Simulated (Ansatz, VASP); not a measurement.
Two plane-wave programs on MgO

POSCAR

```
MgO
1.0
    0.0000000000      2.1021680256      2.1021680256
    2.1021680256      0.0000000000      2.1021680256
    2.1021680256      2.1021680256      0.0000000000
Mg O
1 1
Direct
    0.0000000000      0.0000000000      0.0000000000
    0.5000000000      0.5000000000      0.5000000000
```

Contents of INCAR.step1:

```
PREC = Accurate
ENCUT = 520
EDIFF = 1E-5
ISMEAR = 0
SIGMA = 0.01
LREAL = F
LASPH = T
NELM = 120
ALGO = Normal
ISIF = 2
LWAVE = T
LCHARG = F
NBANDS = 11
GGA = PE
GGA_COMPAT = F
```

Contents of INCAR.step2:

```
PREC = Accurate
ENCUT = 520
EDIFF = 1E-6
ISMEAR = 0
SIGMA = 0.01
LREAL = F
LASPH = T
NELM = 120
ALGO = Normal
ISIF = 2
LWAVE = F
LCHARG = F
GGA = PE
LHFCALC = T
AEXX = 0.25
PRECFOCK = Normal
NBANDS = 11
ISTART = 1
GGA_COMPAT = F
```

Contents of KPOINTS:

```
Automatic mesh
0
Gamma
  6 6 6
```

Input for Ansatz:

```yaml
crystal:
  lattice:
    - [0.0, 2.1021680256, 2.1021680256]
    - [2.1021680256, 0.0, 2.1021680256]
    - [2.1021680256, 2.1021680256, 0.0]
  atoms:
    - { symbol: Mg, position: [0.0, 0.0, 0.0] }
    - { symbol: O, position: [0.5, 0.5, 0.5] }
kpoints:
  mp_grid: { grid: [6, 6, 6] }
hamiltonian:
  xc: pbe0
scf:
  occupations: { method: fixed }
  n_extra_bands: 4
output:
  forces: true
  stress: true
  eigenvalues: true
```

Alike in both runs: task single point; functional PBE0; k mesh 6 × 6 × 6; no spin polarisation.

```csv
,VASP,Ansatz
version,VASP 6.6.1,Ansatz 0.2.0
potentials or method,"VASP PAW PBE potentials, release 64 (Mg, O)",plane waves
plane-wave cutoff (eV),520,420
occupations,"gaussian, width 0.01 eV",fixed
valence electrons in the cell,8,16
```

Ansatz gave:

| Quantity | Value |
| --- | --- |
| gap on the k mesh at the Fermi level (eV) | 7.28 |
| pressure (GPa) | -0.3 |

Question: Which values does VASP return?

Answer: gap on the k mesh at the Fermi level (eV): 7.26; pressure (GPa): -0.6.

VASP's potentials hold 8 valence electrons a cell and Ansatz's 16, so a difference there can come from the potentials and not from the codes. Ansatz's warnings: stress exchange threshold loose, stress scf threshold loose.

The k mesh is coarse, so the values compare programs but aren't converged.
